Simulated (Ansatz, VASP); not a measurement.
# InSe in VASP and in Ansatz

```xyz
4
Lattice="5.5959 -1.9902 -0.3066 5.5959 1.9902 -0.3066 -1.7787 0.0000 5.8426" Properties=species:S:1:pos:R:3 pbc="T T T"
In    9.8424    0.0478   -0.2330
In   -0.4293    0.0478    5.4624
Se    6.2208   -0.0695    3.6532
Se    3.1922   -0.0695    1.5762
```

Change from the starting cell: mode 9 frozen in at -0.072 Å, strain +e along z and -e/2 along x and y +0.0700.

Alike in both runs: task single point; functional PBE; k mesh 8 × 8 × 6; occupations gaussian, width 0.05 eV; no spin polarisation.

|  | VASP | Ansatz |
| --- | --- | --- |
| version | VASP 6.6.1 | Ansatz 0.2.0 |
| potentials or method | VASP PAW PBE potentials, release 64 (In_d, Se), cutoff 520 eV | scalar-relativistic, plane waves, PAW |
| valence electrons in the cell | 38 | 58 |

|  | VASP | Ansatz | Ansatz less VASP |
| --- | --- | --- | --- |
| gap on the k mesh at the Fermi level (eV) | 1.28 | 1.29 | +0.007 |
| least direct gap on the mesh (eV) | 1.39 | 1.40 | +0.006 |
| pressure (GPa) | 0.8 | 0.8 | -0.03 |
| traceless stress, the component that is largest in VASP (GPa) | -1.01 | -1.02 | -0.009 |
| rms of the force components (eV/Å) | 0.260 | 0.260 | 0.0000 |

Atom by atom the forces differ by 0.008 eV/Å (rms over components). VASP's potentials hold 38 valence electrons a cell and Ansatz's 58, so a difference there can come from the potentials and not from the codes.
